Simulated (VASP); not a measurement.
# GaCoC4N4 (P-43m) in VASP: notebook, part 2 of 2

VASP 6.6.1. Earlier steps stand in the parts before.

### 3 Single point, PBE, collinear spin, ferromagnetic start

This run uses another cell than the first one, of 18.62 Å³/atom.

INCAR

```
  PREC = Accurate
  ENCUT = 700
  EDIFF = 1E-6
  ISMEAR = 0
  SIGMA = 0.1
  LREAL = F
  LASPH = T
  NELM = 200
  ALGO = Normal
  ISIF = 2
  LWAVE = F
  LCHARG = F
  ISPIN = 2
  MAGMOM = 0 3 0 0 0 0 0 0 0 0
  LORBIT = 11
  LMAXMIX = 4
  GGA = PE
  NBANDS = 48
  GGA_COMPAT = F
```

KPOINTS

```
regular mesh
0
Gamma
  4 4 4
```

POSCAR

```
GaCoC4N4
1.0
    5.7098347192      0.0000000000      0.0000000000
    0.0000000000      5.7098347192      0.0000000000
    0.0000000000      0.0000000000      5.7098347192
Ga Co C N
1 1 4 4
Direct
    0.5000000000      0.5000000000      0.5000000000
    0.0000000000      0.0000000000      0.0000000000
    0.1903707222      0.1903707222      0.1903707222
    0.1903707222      0.8096292778      0.8096292778
    0.8096292778      0.1903707222      0.8096292778
    0.8096292778      0.8096292778      0.1903707222
    0.3095052232      0.3095052232      0.3095052232
    0.3095052232      0.6904947768      0.6904947768
    0.6904947768      0.3095052232      0.6904947768
    0.6904947768      0.6904947768      0.3095052232
```

Potentials or basis: VASP PAW PBE potentials, release 64 (Ga_d, Co_sv, C, N).

The run is started by

```bash
> cat potpaw_PBE.64/Ga_d/POTCAR potpaw_PBE.64/Co_sv/POTCAR potpaw_PBE.64/C/POTCAR potpaw_PBE.64/N/POTCAR > POTCAR
> mpirun -np 1 vasp_std > vasp.out
```

OUTCAR:

```text
PREC = Accurate
   ENCUT = 700
   EDIFF = 1E-6
   ISMEAR = 0
   LREAL = F
   LASPH = T
   NELM = 200
   ISIF = 2
   ISPIN = 2
   LORBIT = 11
   GGA = PE

 ion  position               nearest neighbor table
   1  0.500  0.500  0.500-   7 1.88   8 1.88   9 1.88  10 1.88
   2  0.000  0.000  0.000-   3 1.88   4 1.88   5 1.88   6 1.88
   3  0.190  0.190  0.190-   7 1.18   2 1.88
   4  0.190  0.810  0.810-   8 1.18   2 1.88
   5  0.810  0.190  0.810-   9 1.18   2 1.88
   6  0.810  0.810  0.190-  10 1.18   2 1.88
   7  0.310  0.310  0.310-   3 1.18   1 1.88
   8  0.310  0.690  0.690-   4 1.18   1 1.88
   9  0.690  0.310  0.690-   5 1.18   1 1.88
  10  0.690  0.690  0.310-   6 1.18   1 1.88

  LATTYP: Found a simple cubic cell.
 ALAT       =     5.7098347192
[... 1199 lines left out ...]
      3.94261      1.76722      3.94261        -0.203292      0.203292     -0.203292
      3.94261      3.94261      1.76722        -0.203292     -0.203292      0.203292
 -----------------------------------------------------------------------------------
    total drift:                                0.000000      0.000000      0.000000

  FREE ENERGIE OF THE ION-ELECTRON SYSTEM (eV)
  ---------------------------------------------------
  free  energy   TOTEN  =       -77.0931956938 eV

  energy  without entropy=      -77.0414046746  energy(sigma->0) =      -77.06730018

 total charge

# of ion       s       p       d       tot
------------------------------------------
    1        0.698   0.881  10.215  11.794
    2        2.242   6.188   6.634  15.064
    3        0.961   1.579   0.000   2.541
    4        0.961   1.579   0.000   2.541
    5        0.961   1.579   0.000   2.541
    6        0.961   1.579   0.000   2.541
    7        1.274   2.647   0.000   3.920
    8        1.274   2.647   0.000   3.920
    9        1.274   2.647   0.000   3.920
   10        1.274   2.647   0.000   3.920
--------------------------------------------------
tot         11.879  23.974  16.849  52.702

 magnetization (x)

# of ion       s       p       d       tot
------------------------------------------
    1        0.001  -0.001   0.001   0.002
    2        0.006   0.042   1.430   1.478
    3        0.007  -0.002   0.000   0.005
    4        0.007  -0.002   0.000   0.005
    5        0.007  -0.002   0.000   0.005
    6        0.007  -0.002   0.000   0.005
    7        0.003   0.034   0.000   0.037
    8        0.003   0.034   0.000   0.037
    9        0.003   0.034   0.000   0.037
   10        0.003   0.034   0.000   0.037
--------------------------------------------------
tot          0.048   0.167   1.431   1.646
```

OSZICAR:

```text
N       E                     dE             d eps       ncg     rms          rms(c)
DAV:   1     0.957611506265E+03    0.95761E+03   -0.33783E+04  2344   0.214E+03
DAV:   2     0.702979952931E+02   -0.88731E+03   -0.81997E+03  2424   0.674E+02
DAV:   3    -0.825132413242E+02   -0.15281E+03   -0.14979E+03  2968   0.241E+02
DAV:   4    -0.895441753163E+02   -0.70309E+01   -0.68863E+01  2352   0.538E+01
DAV:   5    -0.899709589654E+02   -0.42678E+00   -0.42605E+00  3064   0.167E+01    0.365E+01
DAV:   6    -0.118514976716E+03   -0.28544E+02   -0.19822E+02  2688   0.201E+02    0.155E+02
DAV:   7    -0.958040043594E+02    0.22711E+02   -0.32430E+01  2832   0.828E+01    0.600E+01
DAV:   8    -0.768705040769E+02    0.18934E+02   -0.30140E+01  2840   0.102E+02    0.964E+00
DAV:   9    -0.772514807628E+02   -0.38098E+00   -0.66132E+00  2776   0.144E+01    0.543E+00
DAV:  10    -0.770825010185E+02    0.16898E+00   -0.63611E-01  3104   0.770E+00    0.193E+00
DAV:  11    -0.770890414557E+02   -0.65404E-02   -0.11990E-01  2768   0.268E+00    0.719E-01
DAV:  12    -0.770918039754E+02   -0.27625E-02   -0.82640E-03  2888   0.769E-01    0.341E-01
DAV:  13    -0.770927056810E+02   -0.90171E-03   -0.13670E-03  2904   0.300E-01    0.164E-01
DAV:  14    -0.770930657610E+02   -0.36008E-03   -0.47382E-04  3152   0.227E-01    0.758E-02
DAV:  15    -0.770931688919E+02   -0.10313E-03   -0.88517E-05  2512   0.773E-02    0.440E-02
DAV:  16    -0.770931936532E+02   -0.24761E-04   -0.28905E-05  2640   0.422E-02    0.286E-02
DAV:  17    -0.770931953919E+02   -0.17387E-05   -0.33311E-06  2152   0.205E-02    0.181E-02
DAV:  18    -0.770931956938E+02   -0.30190E-06   -0.11090E-06  1648   0.892E-03
   1 F= -.77093196E+02 E0= -.77067300E+02  d E =-.517910E-01  mag=     1.9999
```

Run time: 6.2 min. Hardware: 1 thread of AMD EPYC 7R13 (Zen 3), shared host; peak memory 0.54 GiB.

What came out:

| Property | Result |
| --- | --- |
| Free energy | -77.0932 eV |
| Pressure | -0.1 GPa |
| Largest force | 0.352 eV/Å |
| Band gap on the k mesh | zero (filled and empty bands overlap) |
| Net moment | 2.00 μB per cell |
| Site moments | Ga +0.00; Co +1.48; C +0.01; N +0.04 μB |
| Valence electrons inside the program's atomic spheres | Ga 11.79; Co 15.06; C 2.54; N 3.92 |

Forces on the atoms (eV/Å):
```
Ga   0.000  0.000  0.000
Co   0.000  0.000  0.000
C   -0.198 -0.198 -0.198
C   -0.198  0.198  0.198
C    0.198 -0.198  0.198
C    0.198  0.198 -0.198
N    0.203  0.203  0.203
N    0.203 -0.203 -0.203
N   -0.203  0.203 -0.203
N   -0.203 -0.203  0.203
```

Levels at points of the mesh, in eV from the Fermi level:
Spin up:
```csv
k point,band 30,band 31,band 32,band 33,band 34,band 35,band 36,band 37,band 38,band 39
"(0.00, 0.00, 0.00)",-2.10,-2.10,-1.47,-1.47,-1.47,2.88,2.88,2.88,3.52,3.52
"(0.50, 0.00, 0.00)",-2.13,-1.99,-1.33,-1.15,-1.15,2.79,2.79,3.16,3.19,3.98
"(0.50, 0.50, 0.00)",-2.11,-1.99,-1.32,-1.11,-1.11,3.05,3.19,3.19,3.20,3.86
"(0.50, 0.50, 0.50)",-2.08,-2.08,-1.35,-1.35,-1.35,3.27,3.27,3.27,3.64,3.64
```
Spin down:
| k point | band 28 | band 29 | band 30 | band 31 | band 32 | band 33 | band 34 | band 35 | band 36 | band 37 |
| --- | --- | --- | --- | --- | --- | --- | --- | --- | --- | --- |
| (0.00, 0.00, 0.00) | -4.35 | -4.35 | -1.33 | -1.33 | -0.25 | -0.25 | -0.25 | 3.39 | 3.39 | 3.39 |
| (0.50, 0.00, 0.00) | -4.39 | -4.39 | -1.37 | -1.21 | -0.04 | 0.14 | 0.14 | 3.05 | 3.05 | 3.34 |
| (0.50, 0.50, 0.00) | -4.40 | -4.37 | -1.35 | -1.23 | 0.02 | 0.19 | 0.19 | 3.24 | 3.34 | 3.34 |
| (0.50, 0.50, 0.50) | -4.19 | -4.19 | -1.32 | -1.32 | -0.05 | -0.05 | -0.05 | 3.68 | 3.68 | 3.68 |

Caveat: a cell with one magnetic atom can't hold antiferromagnetic order, which such compounds often take. With open d or f shells a metallic result of PBE can be an artefact of self-interaction; +U or a hybrid may open a gap.
